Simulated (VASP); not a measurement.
# Bi (Im-3m) in VASP: notebook

The runs below take Bi through single point, with PBEsol.

All numbers are computed with VASP 6.6.1; they aren't measurements. Logs are shortened: lines on timing, memory, paths and dates and some standing lists are left out, and cuts for length are marked.

## Step 1: The cell of the first run

Symmetry: Im-3m, No. 229, cubic system. Conventional cell: a = 4.032 Å, b = 4.032 Å, c = 4.032 Å, α = 90.00°, β = 90.00°, γ = 90.00°. Within 4.6 Å of Bi (site symmetry m-3m) lie 14 Bi at 3.49 to 4.03 Å.

## Step 2: Single point, PBEsol

Input file INCAR:

```
PREC     = Accurate       # precision mode
ENCUT    = 520            # plane-wave cutoff, eV
EDIFF    = 1E-6           # SCF threshold, eV
ISMEAR   = 0              # smearing method
SIGMA    = 0.1            # smearing width, eV
LREAL    = False          # projectors in reciprocal space
LASPH    = True           # aspherical terms in the spheres
NELM     = 60             # most SCF steps
ALGO     = Normal         # electronic algorithm
ISIF     = 2              # what is computed and relaxed
LWAVE    = False          # write WAVECAR
LCHARG   = False          # write CHGCAR
GGA      = PS             # functional
NBANDS   = 14             # bands
```

Input file KPOINTS:

```
Automatic mesh
0
Gamma
  10 10 10
```

Input file POSCAR:

```
Bi
1.0
   -2.0160481300      2.0160481300      2.0160481300
    2.0160481300     -2.0160481300      2.0160481300
    2.0160481300      2.0160481300     -2.0160481300
Bi
1
Direct
    0.0000000000      0.0000000000      0.0000000000
```

Potentials or basis: VASP PAW PBE potentials, release 64 (Bi_d).

The run is started by

```
cat potpaw_PBE.64/Bi_d/POTCAR > POTCAR
mpirun -np 1 vasp_std > vasp.out
```

OUTCAR:

```text
PREC = Accurate
   ENCUT = 520
   EDIFF = 1E-6
   ISMEAR = 0
   LREAL = False
   LASPH = True
   NELM = 60
   ISIF = 2
   GGA = PS

 ion  position               nearest neighbor table
   1  0.000  0.000  0.000-

  LATTYP: Found a body centered cubic cell.
 ALAT       =     4.0320962600

  Lattice vectors:

 A1 = (  -2.0160481300,   2.0160481300,   2.0160481300)
 A2 = (   2.0160481300,  -2.0160481300,   2.0160481300)
 A3 = (   2.0160481300,   2.0160481300,  -2.0160481300)

Analysis of symmetry for initial positions (statically):
=====================================================================
 Subroutine PRICEL returns:
 Original cell was already a primitive cell.

 Routine SETGRP: Setting up the symmetry group for a
 body centered cubic supercell.

 Subroutine GETGRP returns: Found 48 space group operations
 (whereof 48 operations were pure point group operations)
 out of a pool of 48 trial point group operations.

The static configuration has the point symmetry O_h .

Analysis of symmetry for dynamics (positions and initial velocities):
=====================================================================
 Subroutine PRICEL returns:
 Original cell was already a primitive cell.

 Routine SETGRP: Setting up the symmetry group for a
 body centered cubic supercell.

 Subroutine GETGRP returns: Found 48 space group operations
 (whereof 48 operations were pure point group operations)
 out of a pool of 48 trial point group operations.

The dynamic configuration has the point symmetry O_h .

 Subroutine INISYM returns: Found 48 space group operations
 (whereof 48 operations are pure point group operations),
 and found     1 'primitive' translations

----------------------------------------------------------------------------------------

                                     Primitive cell

  volume of cell :      32.7765

  direct lattice vectors                    reciprocal lattice vectors
    -2.016048130  2.016048130  2.016048130     0.000000000  0.248009952  0.248009952
     2.016048130 -2.016048130  2.016048130     0.248009952  0.000000000  0.248009952
     2.016048130  2.016048130 -2.016048130     0.248009952  0.248009952  0.000000000

  length of vectors
     3.491897792  3.491897792  3.491897792     0.350739038  0.350739038  0.350739038

  position of ions in fractional coordinates (direct lattice)
     0.000000000  0.000000000  0.000000000

  ion indices of the primitive-cell ions
   primitive index   ion index
                 1           1

----------------------------------------------------------------------------------------

 KPOINTS: Automatic mesh

Automatic generation of k-mesh.
 Grid dimensions read from file:
 generate k-points for:   10   10   10

 Generating k-lattice:

  Cartesian coordinates                     Fractional coordinates (reciprocal lattice)
     0.000000000  0.024800995  0.024800995     0.100000000  0.000000000  0.000000000
     0.024800995  0.000000000  0.024800995     0.000000000  0.100000000  0.000000000
     0.024800995  0.024800995  0.000000000     0.000000000  0.000000000  0.100000000

  Length of vectors
     0.035073904  0.035073904  0.035073904

  Shift w.r.t. Gamma in fractional coordinates (k-lattice)
     0.000000000  0.000000000  0.000000000

 Subroutine IBZKPT returns following result:
 ===========================================

 Found     47 irreducible k-points:

 Following reciprocal coordinates:
            Coordinates               Weight
  0.000000  0.000000  0.000000      1.000000
  0.100000  0.000000  0.000000     12.000000
  0.200000  0.000000  0.000000     12.000000
  0.300000  0.000000  0.000000     12.000000
  0.400000  0.000000  0.000000     12.000000
  0.500000  0.000000  0.000000      6.000000
[... 16 lines left out ...]
  0.300000  0.300000  0.100000      8.000000
 -0.300000  0.300000  0.100000     24.000000
 [... further k-points ...]
   k-points           NKPTS =     47   k-points in BZ     NKDIM =     47   number of bands    NBANDS=     14
   number of dos      NEDOS =    301   number of ions     NIONS =      1
   total plane-waves  NPLWV =  21952
   dimension x,y,z NGX =    28 NGY =   28 NGZ =   28
   dimension x,y,z NGXF=    56 NGYF=   56 NGZF=   56
   ions per type =               1
   NGX,Y,Z   is equivalent  to a cutoff of  13.33, 13.33, 13.33 a.u.
   NGXF,Y,Z  is equivalent  to a cutoff of  26.66, 26.66, 26.66 a.u.
 SYSTEM =  unknown system
   PREC   = accura    normal or accurate (medium, high low for compatibility)
   ISTART =      0    job   : 0-new  1-cont  2-samecut
   ICHARG =      2    charge: 1-file 2-atom 10-const
   ISPIN  =      1    spin polarized calculation?
   LNONCOLLINEAR =      F non collinear calculations
   LSORBIT =      F    spin-orbit coupling
   LASPH  =      T    aspherical Exc in radial PAW
   ENCUT  =  520.0 eV  38.22 Ry    6.18 a.u.   6.49  6.49  6.49*2*pi/ulx,y,z
   NELM   =     60;   NELMIN=  2; NELMDL= -5     # of ELM steps
   EDIFF  = 0.1E-05   stopping-criterion for ELM
   LREAL  =      F    real-space projection
   EDIFFG = 0.1E-04   stopping-criterion for IOM
   NSW    =      0    number of steps for IOM
   IBRION =     -1    ionic relax: 0-MD 1-quasi-New 2-CG
   NFREE  =      0    steps in history (QN), initial steepest desc. (CG)
   ISIF   =      2    stress and relaxation
   ISYM   =      2    0-nonsym 1-usesym 2-fastsym
   POTIM  = 0.5000    time-step for ionic-motion
   TEBEG  =    0.0;   TEEND  =   0.0 temperature during run
   PSTRESS=    0.0 pullay stress
   NELECT =      15.0000    total number of electrons
   NUPDOWN=      -1.0000    fix difference up-down
   EMIN   =  10.00;   EMAX   =-10.00  energy-range for DOS
   EFERMI =   0.00;   METHOD = LEGACY
   ISMEAR =     0;   SIGMA  =   0.10  broadening in eV -4-tet -1-fermi 0-gaus
   EFERMI_NEDOS =   21; number of points for ismear=-14 and -15
   IALGO  =     38    algorithm
   IMIX   =      4    mixing-type and parameters
     AMIX     =   0.40;   BMIX     =  1.00
     AMIX_MAG =   1.60;   BMIX_MAG =  1.00
  volume/ion in A,a.u.               =      32.78       221.19
  Fermi-wavevector in a.u.,A,eV,Ry     =   1.261588  2.384056 21.655105  1.591605
  Thomas-Fermi vector in A             =   2.395040
   LORBIT       =      0    0 simple, 1 ext, 2 COOP (PROOUT), +10 PAW based schemes
   GGA     = PS    functional components
   LHFCALC =     F    Hartree Fock is set to
   AEXX    =    0.0000 exact exchange contribution
   IVDW    =     0    specifies the selected vdW correction
   LEPSILON=     F    determine dielectric tensor
   LRPA    =     F    only Hartree local field effects (RPA)
 non-spin polarized calculation
 Gauss-broadening in eV      SIGMA  =   0.10
  energy-cutoff  :      520.00
  volume of cell :       32.78
 maximum number of plane-waves:       935
 NGX is ok and might be reduce to    28
   NGX = 13   NGY = 13   NGZ = 13

 number of electron      15.0000006 magnetization

 Free energy of the ion-electron system (eV)
  ---------------------------------------------------
  ext. energy  EPLUGINS =         0.00000000
  ---------------------------------------------------
  free energy    TOTEN  =        -4.19033631 eV

  energy without entropy =       -4.18720792  energy(sigma->0) =       -4.18877212

 E-fermi :   7.1206     XC(G=0): -10.1933

 val. band max:        7.1033645314   @ k =  -0.2000   0.2000   0.2000
 cond. band min:       7.1357762084   @ k =   0.5000   0.5000   0.2000
 fundamental gap:      0.0324116770
 Fermi energy:         7.1205829108

 k-point     1 :       0.0000    0.0000    0.0000
  band No.  band energies     occupation
      1     -15.7958      2.00000
      2     -15.7958      2.00000
      3     -15.7958      2.00000
      4     -15.6872      2.00000
      5     -15.6872      2.00000
      6      -6.0695      2.00000
      7      11.8700      0.00000
      8      11.8700      0.00000
      9      11.8700      0.00000
     10      15.5685      0.00000
     11      17.5705      0.00000
     12      17.5705      0.00000
     13      17.5705      0.00000
     14      18.4876      0.00000

 k-point     2 :       0.1000    0.0000    0.0000
  band No.  band energies     occupation
      1     -15.7989      2.00000
      2     -15.7901      2.00000
      3     -15.7789      2.00000
      4     -15.6908      2.00000
      5     -15.6878      2.00000
      6      -5.8994      2.00000
      7      10.2389      0.00000
      8      11.3847      0.00000
      9      11.7285      0.00000
     10      15.8865      0.00000
     11      16.6867      0.00000
     12      17.0933      0.00000
     13      17.3114      0.00000
     14      19.2159      0.00000

 k-point     3 :       0.2000    0.0000    0.0000
  band No.  band energies     occupation
      1     -15.8071      2.00000
      2     -15.7775      2.00000
      3     -15.7345      2.00000
      4     -15.6986      2.00000
      5     -15.6895      2.00000
      6      -5.4005      2.00000
      7       7.5997      0.00000
      8      10.3913      0.00000
      9      11.3492      0.00000
     10      14.5513      0.00000
     11      15.7521      0.00000
     12      17.3036      0.00000
     13      18.4174      0.00000
     14      20.9300      0.00000
[... 324 lines left out ...]
 k-point    23 :       0.3000    0.3000    0.1000
  band No.  band energies     occupation
      1     -15.7902      2.00000
      2     -15.7143      2.00000
      3     -15.7143      2.00000
      4     -15.6868      2.00000
      5     -15.6868      2.00000
      6      -2.8897      2.00000
      7       4.2080      2.00000
      8       4.2080      2.00000
      9       7.4706      0.00000
     10      17.8202      0.00000
     11      19.7394      0.00000
     12      19.7394      0.00000
     13      22.7462      0.00000
     14      22.7866      0.00000

 k-point    24 :      -0.3000    0.3000    0.1000
  band No.  band energies     occupation
      1     -15.7995      2.00000
      2     -15.7609      2.00000
      3     -15.7115      2.00000
      4     -15.6949      2.00000
      5     -15.6811      2.00000
      6      -4.4698      2.00000
      7       5.2157      2.00000
      8       8.9467      0.00000
      9       9.9366      0.00000
     10      14.3517      0.00000
     11      15.8623      0.00000
     12      16.0441      0.00000
     13      20.9837      0.00000
     14      21.9329      0.00000

 [... further k-points ...]
[... 5 lines left out ...]
  --------------------------------------------------------------------------------------
  -------------------------------------------------------------------------------------
  Total       -0.8838936     -0.8838936     -0.8838936     -0.0000000      0.0000000      0.0000000
  in kB      -43.2063824    -43.2063824    -43.2063824     -0.0000000      0.0000000      0.0000000
  external PRESSURE =     -43.2063824 kB  Pullay stress =       0.0000000 kB

 VOLUME and BASIS-vectors are now :
 -----------------------------------------------------------------------------
  energy-cutoff  :      520.00
  volume of cell :       32.78
      direct lattice vectors                 reciprocal lattice vectors
    -2.016048130  2.016048130  2.016048130     0.000000000  0.248009952  0.248009952
     2.016048130 -2.016048130  2.016048130     0.248009952  0.000000000  0.248009952
     2.016048130  2.016048130 -2.016048130     0.248009952  0.248009952  0.000000000

 POSITION                                       TOTAL-FORCE (eV/Angst)
 -----------------------------------------------------------------------------------
      0.00000      0.00000      0.00000        -0.000000      0.000000      0.000000
 -----------------------------------------------------------------------------------
    total drift:                               -0.000000     -0.000000     -0.000000

  FREE ENERGIE OF THE ION-ELECTRON SYSTEM (eV)
  ---------------------------------------------------
  free  energy   TOTEN  =        -4.1903363108 eV

  energy  without entropy=       -4.1872079215  energy(sigma->0) =       -4.18877212
```

Run time: 15 s. Hardware: 1 thread of AMD EPYC 7R13, shared host; peak memory 0.16 GiB.

Results:

```
Free energy : -4.1903 eV
Pressure    : -4.3 GPa
```

Caveat: the PAW data sets were made with another functional, which shifts forces and pressure a little; spin-orbit coupling is left out, which moves the levels of the heavy elements.

## Step 3: Single point, PBEsol

This run uses another cell than the first one, of 33.61 Å³/atom, 1.025 times its volume.

Input file INCAR:

```
SYSTEM = Bi
ALGO = Normal
EDIFF = 1E-6
ENCUT = 520
GGA = PS
ISIF = 2
ISMEAR = 0
LASPH = .TRUE.
LCHARG = .FALSE.
LREAL = .FALSE.
LWAVE = .FALSE.
NBANDS = 14
NELM = 100
PREC = Accurate
SIGMA = 0.1
```

Input file KPOINTS:

```
k-points
0
G
  10 10 10
  0 0 0
```

Input file POSCAR:

```
Bi
1.0
   -2.0329196100      2.0329196100      2.0329196100
    2.0329196100     -2.0329196100      2.0329196100
    2.0329196100      2.0329196100     -2.0329196100
Bi
1
Direct
    0.0000000000      0.0000000000      0.0000000000
```

Potentials or basis: VASP PAW PBE potentials, release 64 (Bi_d).

The run is started by

```
cat potpaw_PBE.64/Bi_d/POTCAR > POTCAR
mpirun -np 1 vasp_std > vasp.out
```

It took 11 s on 1 thread of AMD EPYC 7R13, shared host; peak memory 0.16 GiB.

It converged, with:

| Property | Result |
| --- | --- |
| Free energy | -4.1659 eV |
| Pressure | -5.3 GPa |

Levels at points of the mesh, in eV from the Fermi level:
| k point | band 4 | band 5 | band 6 | band 7 | band 8 | band 9 | band 10 | band 11 |
| --- | --- | --- | --- | --- | --- | --- | --- | --- |
| (0.00, 0.00, 0.00) | -22.80 | -22.80 | -13.03 | 4.58 | 4.58 | 4.58 | 8.16 | 10.44 |
| (0.50, 0.00, 0.00) | -22.81 | -22.74 | -10.39 | -4.65 | 1.43 | 3.22 | 5.69 | 7.38 |
| (0.50, 0.50, 0.50) | -22.75 | -22.75 | -8.61 | -1.64 | -1.64 | -1.64 | 3.59 | 3.59 |

Caveat: the PAW data sets were made with another functional, which shifts forces and pressure a little; spin-orbit coupling is left out, which moves the levels of the heavy elements.
